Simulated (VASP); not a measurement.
# Nb (Fmmm) in VASP: further runs

The runs below take Nb through relaxation of shape and atoms at fixed volume, with PBE.

Program: VASP 6.6.1. These are calculated values, not measurements. Logs are shortened: lines on timing, memory, paths and dates and some standing lists are left out, and cuts for length are marked.

### 1 The cell of the first run

The typed cell holds 1 atom: a = 3.243 Å, b = 2.808 Å, c = 2.808 Å, α = 70.54°, β = 54.74°, γ = 54.72°.

### 2 Relaxation of shape and atoms at fixed volume, PBE (volume scaled by 0.94)

INCAR

```
SYSTEM = Nb
PREC = Accurate ; ENCUT = 500
EDIFF = 1E-7 ; ISMEAR = 0
SIGMA = 0.1 ; LREAL = .FALSE.
LASPH = .TRUE. ; NELM = 120
ALGO = Normal ; ISIF = 4
LWAVE = .FALSE. ; LCHARG = .FALSE.
GGA = PE ; IBRION = 2
NSW = 50 ; EDIFFG = -0.01
GGA_COMPAT = .FALSE. ; NELMIN = 4
```

KPOINTS

```
Automatic mesh
0
G
  24 24 24
  0 0 0
```

POSCAR

```
Nb
1.0
    0.0000000000      2.2924691075      2.2931883893
    1.6208312029      0.0000000000      2.2931883893
    1.6208312029      2.2924691075      0.0000000000
Nb
1
Direct
    0.0000000000      0.0000000000      0.0000000000
```

Potentials or basis: VASP PAW PBE potentials, release 64 (Nb_sv).

Started as:

```sh
$ cat potpaw_PBE.64/Nb_sv/POTCAR > POTCAR
$ mpirun -np 1 vasp_std > vasp.out
```

OUTCAR:

```text
SYSTEM = Nb
   PREC = Accurate
   ENCUT = 500
   EDIFF = 1E-7
   ISMEAR = 0
   LREAL = .FALSE.
   LASPH = .TRUE.
   NELM = 120
   ISIF = 4
   GGA = PE
   IBRION = 2
   NSW = 50
   EDIFFG = -0.01
   NELMIN = 4

 ion  position               nearest neighbor table
   1  0.000  0.000  0.000-

  LATTYP: Found a face centered orthorhombic cell.
 ALAT       =     3.2416624058
 B/A-ratio  =     1.4143786863
 C/A-ratio  =     1.4148224597

  Lattice vectors:

 A1 = (   0.0000000000,   2.2924691075,   2.2931883893)
 A2 = (   1.6208312029,   0.0000000000,   2.2931883893)
 A3 = (   1.6208312029,   2.2924691075,   0.0000000000)

Analysis of symmetry for initial positions (statically):
=====================================================================
 Subroutine PRICEL returns:
 Original cell was already a primitive cell.

 Routine SETGRP: Setting up the symmetry group for a
 face centered orthorhombic supercell.

 Subroutine GETGRP returns: Found  8 space group operations
 (whereof  8 operations were pure point group operations)
 out of a pool of  8 trial point group operations.

The static configuration has the point symmetry D_2h.

Analysis of symmetry for dynamics (positions and initial velocities):
=====================================================================
 Subroutine PRICEL returns:
 Original cell was already a primitive cell.

 Routine SETGRP: Setting up the symmetry group for a
 face centered orthorhombic supercell.

 Subroutine GETGRP returns: Found  8 space group operations
 (whereof  8 operations were pure point group operations)
 out of a pool of  8 trial point group operations.

The dynamic configuration has the point symmetry D_2h.

 Subroutine INISYM returns: Found  8 space group operations
 (whereof  8 operations are pure point group operations),
 and found     1 'primitive' translations

----------------------------------------------------------------------------------------

                                     Primitive cell

  volume of cell :      17.0416

  direct lattice vectors                    reciprocal lattice vectors
     0.000000000  2.292469108  2.293188389    -0.308483696  0.218105447  0.218037036
     1.620831203  0.000000000  2.293188389     0.308483696 -0.218105447  0.218037036
     1.620831203  2.292469108  0.000000000     0.308483696  0.218105447 -0.218037036

  length of vectors
     3.242549552  2.808167868  2.807580524     0.436202162  0.436202162  0.436202162

  position of ions in fractional coordinates (direct lattice)
     0.000000000  0.000000000  0.000000000

  ion indices of the primitive-cell ions
   primitive index   ion index
                 1           1

----------------------------------------------------------------------------------------

 KPOINTS: Automatic mesh

Automatic generation of k-mesh.
 Grid dimensions read from file:
 generate k-points for:   24   24   24

 Generating k-lattice:

  Cartesian coordinates                     Fractional coordinates (reciprocal lattice)
    -0.012853487  0.009087727  0.009084877     0.041666667  0.000000000  0.000000000
     0.012853487 -0.009087727  0.009084877     0.000000000  0.041666667  0.000000000
     0.012853487  0.009087727 -0.009084877     0.000000000  0.000000000  0.041666667

  Length of vectors
     0.018175090  0.018175090  0.018175090

  Shift w.r.t. Gamma in fractional coordinates (k-lattice)
     0.000000000  0.000000000  0.000000000

 Subroutine IBZKPT returns following result:
 ===========================================

 Found   1963 irreducible k-points:

 Following reciprocal coordinates:
            Coordinates               Weight
  0.000000  0.000000  0.000000      1.000000
  0.041667  0.000000  0.000000      8.000000
  0.083333  0.000000  0.000000      8.000000
  0.125000  0.000000  0.000000      8.000000
  0.166667  0.000000  0.000000      8.000000
  0.208333 -0.000000  0.000000      8.000000
[... 16 lines left out ...]
  0.416667  0.041667  0.000000      8.000000
  0.458333  0.041667  0.000000      8.000000
 [... further k-points ...]
   k-points           NKPTS =   1963   k-points in BZ     NKDIM =   1963   number of bands    NBANDS=     10
   number of dos      NEDOS =    301   number of ions     NIONS =      1
   total plane-waves  NPLWV =   9600
   dimension x,y,z NGX =    24 NGY =   20 NGZ =   20
   dimension x,y,z NGXF=    48 NGYF=   40 NGZF=   40
   ions per type =               1
   NGX,Y,Z   is equivalent  to a cutoff of  12.30, 11.84, 11.84 a.u.
   NGXF,Y,Z  is equivalent  to a cutoff of  24.61, 23.68, 23.69 a.u.
 SYSTEM =  Nb
   PREC   = accura    normal or accurate (medium, high low for compatibility)
   ISTART =      0    job   : 0-new  1-cont  2-samecut
   ICHARG =      2    charge: 1-file 2-atom 10-const
   ISPIN  =      1    spin polarized calculation?
   LNONCOLLINEAR =      F non collinear calculations
   LSORBIT =      F    spin-orbit coupling
   LASPH  =      T    aspherical Exc in radial PAW
   ENCUT  =  500.0 eV  36.75 Ry    6.06 a.u.   5.91  5.12  5.12*2*pi/ulx,y,z
   NELM   =    120;   NELMIN=  4; NELMDL= -5     # of ELM steps
   EDIFF  = 0.1E-06   stopping-criterion for ELM
   LREAL  =      F    real-space projection
   EDIFFG = -.1E-01   stopping-criterion for IOM
   NSW    =     50    number of steps for IOM
   IBRION =      2    ionic relax: 0-MD 1-quasi-New 2-CG
   NFREE  =      1    steps in history (QN), initial steepest desc. (CG)
   ISIF   =      4    stress and relaxation
   ISYM   =      2    0-nonsym 1-usesym 2-fastsym
   POTIM  = 0.5000    time-step for ionic-motion
   TEBEG  =    0.0;   TEEND  =   0.0 temperature during run
   PSTRESS=    0.0 pullay stress
   NELECT =      13.0000    total number of electrons
   NUPDOWN=      -1.0000    fix difference up-down
   EMIN   =  10.00;   EMAX   =-10.00  energy-range for DOS
   EFERMI =   0.00;   METHOD = LEGACY
   ISMEAR =     0;   SIGMA  =   0.10  broadening in eV -4-tet -1-fermi 0-gaus
   EFERMI_NEDOS =   21; number of points for ismear=-14 and -15
   IALGO  =     38    algorithm
   IMIX   =      4    mixing-type and parameters
     AMIX     =   0.40;   BMIX     =  1.00
     AMIX_MAG =   1.60;   BMIX_MAG =  1.00
  volume/ion in A,a.u.               =      17.04       115.00
  Fermi-wavevector in a.u.,A,eV,Ry     =   1.495842  2.826731 30.443609  2.237542
  Thomas-Fermi vector in A             =   2.607935
   LORBIT       =      0    0 simple, 1 ext, 2 COOP (PROOUT), +10 PAW based schemes
   GGA     = PE    functional components
   LHFCALC =     F    Hartree Fock is set to
   AEXX    =    0.0000 exact exchange contribution
   IVDW    =     0    specifies the selected vdW correction
   LEPSILON=     F    determine dielectric tensor
   LRPA    =     F    only Hartree local field effects (RPA)
 conjugate gradient relaxation of ions
 non-spin polarized calculation
 Gauss-broadening in eV      SIGMA  =   0.10
  energy-cutoff  :      500.00
  volume of cell :       17.04
 maximum number of plane-waves:       456
   NGX = 11   NGY = 11   NGZ = 11

 number of electron      12.9999999 magnetization

 Free energy of the ion-electron system (eV)
  ---------------------------------------------------
  ext. energy  EPLUGINS =         0.00000000
  ---------------------------------------------------
  free energy    TOTEN  =       -10.18328164 eV

  energy without entropy =      -10.17660286  energy(sigma->0) =      -10.17994225

 E-fermi :  11.9774     XC(G=0): -12.7886

 val. band max:       11.9767393524   @ k =   0.3750   0.2917   0.0417
 cond. band min:      11.9778538251   @ k =   0.1667   0.0417   0.0417
 fundamental gap:      0.0011144727
 Fermi energy:        11.9774399501

 k-point     1 :       0.0000    0.0000    0.0000
  band No.  band energies     occupation
      1     -42.3325      2.00000
      2     -17.5002      2.00000
      3     -17.4996      2.00000
      4     -17.4991      2.00000
      5       5.9332      2.00000
      6      12.3166      0.00000
      7      12.3174      0.00000
      8      12.3223      0.00000
      9      15.4135      0.00000
     10      15.4179      0.00000

 k-point     2 :       0.0417    0.0000    0.0000
  band No.  band energies     occupation
      1     -42.3274      2.00000
      2     -17.5296      2.00000
      3     -17.5086      2.00000
      4     -17.4999      2.00000
      5       6.0107      2.00000
      6      12.2691      0.00004
      7      12.3093      0.00000
      8      12.3922      0.00000
      9      15.3359      0.00000
     10      15.4140      0.00000

 k-point     3 :       0.0833    0.0000    0.0000
  band No.  band energies     occupation
      1     -42.3125      2.00000
      2     -17.6168      2.00000
      3     -17.5348      2.00000
      4     -17.5008      2.00000
      5       6.2369      2.00000
      6      12.1290      0.03212
      7      12.2690      0.00004
      8      12.6126      0.00000
      9      15.1360      0.00000
     10      15.4147      0.00000

 k-point     4 :       0.1250    0.0000    0.0000
  band No.  band energies     occupation
      1     -42.2887      2.00000
      2     -17.7537      2.00000
      3     -17.5761      2.00000
      4     -17.5021      2.00000
      5       6.5917      2.00000
      6      11.9163      1.61280
      7      12.1800      0.00418
      8      12.9745      0.00000
      9      14.9178      0.00000
     10      15.4231      0.00000
[... 222 lines left out ...]
 k-point    22 :       0.3750    0.0417    0.0000
  band No.  band energies     occupation
      1     -42.0856      2.00000
      2     -18.8113      2.00000
      3     -17.9127      2.00000
      4     -17.5254      2.00000
      5       8.2974      2.00000
      6      10.4986      2.00000
      7      12.6939      0.00000
      8      15.2674      0.00000
      9      15.9563      0.00000
     10      16.9987      0.00000

 k-point    23 :       0.4167    0.0417    0.0000
  band No.  band energies     occupation
      1     -42.0569      2.00000
      2     -18.9484      2.00000
      3     -17.9591      2.00000
      4     -17.5272      2.00000
      5       8.2152      2.00000
      6      10.3344      2.00000
      7      13.3237      0.00000
      8      15.4274      0.00000
      9      16.0965      0.00000
     10      17.8087      0.00000

 k-point    24 :       0.4583    0.0417    0.0000
  band No.  band energies     occupation
      1     -42.0366      2.00000
      2     -19.0443      2.00000
      3     -17.9916      2.00000
      4     -17.5285      2.00000
      5       8.1271      2.00000
      6      10.2220      2.00000
      7      13.9059      0.00000
      8      15.4875      0.00000
      9      16.2349      0.00000
     10      18.4719      0.00000

 [... further k-points ...]
[... 5 lines left out ...]
  --------------------------------------------------------------------------------------
  -------------------------------------------------------------------------------------
  Total        1.2080531      1.2046401      1.2030074     -0.0000000      0.0000000      0.0000000
  in kB      113.5757479    113.2548712    113.1013737     -0.0000000      0.0000000      0.0000000
  external PRESSURE =     113.3106643 kB  Pullay stress =       0.0000000 kB

 VOLUME and BASIS-vectors are now :
 -----------------------------------------------------------------------------
  energy-cutoff  :      500.00
  volume of cell :       17.04
      direct lattice vectors                 reciprocal lattice vectors
     0.000000000  2.292469108  2.293188389    -0.308483696  0.218105447  0.218037036
     1.620831203  0.000000000  2.293188389     0.308483696 -0.218105447  0.218037036
     1.620831203  2.292469108  0.000000000     0.308483696  0.218105447 -0.218037036

 POSITION                                       TOTAL-FORCE (eV/Angst)
 -----------------------------------------------------------------------------------
      0.00000      0.00000      0.00000         0.000000      0.000000      0.000000
 -----------------------------------------------------------------------------------
    total drift:                               -0.000000     -0.000000     -0.000000

  FREE ENERGIE OF THE ION-ELECTRON SYSTEM (eV)
  ---------------------------------------------------
  free  energy   TOTEN  =       -10.1832816415 eV

  energy  without entropy=      -10.1766028585  energy(sigma->0) =      -10.17994225

 reached required accuracy - stopping structural energy minimisation
```

It took 7.8 min on 1 thread of AMD EPYC 7R13, shared host; peak memory 0.4 GiB.

Results:

```
Free energy             : -10.1833 eV
Pressure after relaxing : 11.3 GPa
```

Final structure:
```cif
data_structure
_symmetry_space_group_name_H-M 'P 1'
_symmetry_Int_Tables_number 1
_cell_length_a 3.2425
_cell_length_b 2.8082
_cell_length_c 2.8076
_cell_angle_alpha 70.536
_cell_angle_beta 54.740
_cell_angle_gamma 54.723
_cell_volume 17.04
loop_
_atom_site_label
_atom_site_type_symbol
_atom_site_fract_x
_atom_site_fract_y
_atom_site_fract_z
_atom_site_occupancy
Nb1 Nb 0.00000 0.00000 0.00000 1
```

Caveat: the relaxation stopped at its first step, so nothing moved.

### 3 Relaxation of shape and atoms at fixed volume, PBE (volume scaled by 0.97)

INCAR

```
PREC = Accurate
ENCUT = 500
EDIFF = 1E-7
ISMEAR = 0
SIGMA = 0.1
LREAL = F
LASPH = T
NELM = 120
ALGO = Normal
ISIF = 4
LWAVE = F
LCHARG = F
GGA = PE
IBRION = 2
NSW = 50
EDIFFG = -0.01
GGA_COMPAT = F
NELMIN = 4
```

KPOINTS

```
Automatic mesh
0
Gamma
  24 24 24
```

POSCAR

```
Nb
1.0
    0.0000000000      2.3166021348      2.3173289885
    1.6378938379      0.0000000000      2.3173289885
    1.6378938379      2.3166021348      0.0000000000
Nb
1
Direct
    0.0000000000      0.0000000000      0.0000000000
```

Potentials or basis: VASP PAW PBE potentials, release 64 (Nb_sv).

Started as:

```sh
$ cat potpaw_PBE.64/Nb_sv/POTCAR > POTCAR
$ mpirun -np 1 vasp_std > vasp.out
```

It took 13 min on 1 thread of AMD EPYC 7R13, shared host; peak memory 0.41 GiB.

The run converged. Its results:

- Free energy: -10.2115 eV
- Pressure after relaxing: 5.1 GPa

Final structure:
```xyz
1
Lattice="0.0000 2.3166 2.3173 1.6379 0.0000 2.3173 1.6379 2.3166 0.0000" Properties=species:S:1:pos:R:3 pbc="T T T"
Nb    0.0000    0.0000    0.0000
```

Levels at points of the mesh, in eV from the Fermi level:
```csv
k point,band 3,band 4,band 5,band 6,band 7,band 8,band 9,band 10
"(0.00, 0.00, 0.00)",-29.59,-29.59,-5.99,0.35,0.35,0.36,3.34,3.35
"(0.50, 0.00, 0.00)",-30.04,-29.60,-3.83,-1.74,2.40,3.39,4.09,6.57
"(0.50, 0.50, 0.00)",-30.04,-29.60,-3.83,-1.73,2.39,3.39,4.09,6.57
"(0.50, 0.00, 0.50)",-30.05,-29.60,-3.83,-1.73,2.40,3.39,4.09,6.57
"(0.00, 0.50, 0.50)",-30.58,-30.58,-3.87,-3.87,5.76,5.77,5.77,9.28
```

Caveat: the relaxation stopped at its first step, so nothing moved.
